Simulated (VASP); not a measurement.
Input of a VASP 6.6.1 run:

Contents of INCAR:

```
PREC = Accurate
ENCUT = 520
EDIFF = 1E-6
ISMEAR = 0
SIGMA = 0.15
LREAL = F
LASPH = T
NELM = 150
ALGO = Normal
ISIF = 2
LWAVE = F
LCHARG = F
MAGMOM = 0.289 0.289 0.289 -0.289 -0.289 -0.289
LORBIT = 11
LSORBIT = T
GGA_COMPAT = F
LORBMOM = T
GGA = CA
NBANDS = 20
```

File KPOINTS:

```
Automatic mesh
0
Gamma
  6 6 6
```

File POSCAR:

```
Si
1.0
    0.0000000000      2.7218511865      2.7218511865
    2.7218511865      0.0000000000      2.7218511865
    2.7218511865      2.7218511865      0.0000000000
Si
2
Direct
    0.5000000000      0.5000000000      0.5000000000
    0.7500000000      0.7500000000      0.7500000000
```

Potentials or basis: VASP PAW LDA potentials, release 64 (Si).

Run with:

```sh
$ cat potpaw_LDA.64/Si/POTCAR > POTCAR
$ mpirun -np 1 vasp_ncl > vasp.out
```

(1) What does it give for the net moment?

(2) What does it give for the pressure?

Answers

(1) 0.00 μB per cell.

(2) -2.0 GPa.
